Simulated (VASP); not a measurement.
Wanted: the native input for a VASP 6.6.1 run.

* Task: single point
* Functional: PBE
* Potentials or basis: VASP PAW PBE potentials, release 64 (Na_pv, K_sv, F)
* Cutoff: 520 eV
* k mesh: 4 × 4 × 4
* Occupations: gaussian, width 0.01 eV
* Spin: no spin polarisation
* Dipole correction: no
* Further INCAR settings: ALGO = Normal; EDIFF = 1e-06; NBANDS = 23

The structure of KNaF2 lies in POSCAR:

```
KNaF2
1.0
    1.7391397359      1.0040927948      5.8155052420
   -1.7391397359      1.0040927948      5.8155052420
    0.0000000000     -2.0081855893      5.8155052421
Na K F
1 1 2
Direct
    1.0000000000      0.0000000000      0.0000000000
    0.5000000000      0.5000000000      0.5000000000
    0.2610994597      0.2610994597      0.2610994597
    0.7389005403      0.7389005403      0.7389005403
```

These files were run (other wordings do the same):

INCAR

```
SYSTEM = KNaF2
ALGO = Normal ; EDIFF = 1E-6
ENCUT = 520 ; GGA = PE
ISIF = 2 ; ISMEAR = 0
LASPH = .True. ; LCHARG = .False.
LREAL = .False. ; LWAVE = .False.
NBANDS = 23 ; NELM = 60
PREC = Accurate ; SIGMA = 0.01
```

KPOINTS

```
k-points
0
Gamma
  4 4 4
  0 0 0
```

Potentials or basis: VASP PAW PBE potentials, release 64 (Na_pv, K_sv, F).

Command:

```bash
$ cat potpaw_PBE.64/Na_pv/POTCAR potpaw_PBE.64/K_sv/POTCAR potpaw_PBE.64/F/POTCAR > POTCAR
$ mpirun -np 1 vasp_std > vasp.out
```

Results of the run:

```
Pressure               : 2.6 GPa
Largest force          : 0.025 eV/Å
Band gap on the k mesh : 6.24 eV
```

Caveat: the k points lie up to 0.53 Å⁻¹ apart.

It took 2.2 min on 1 thread of Intel Xeon 8259CL, with other jobs on the host, peak memory 0.31 GiB.
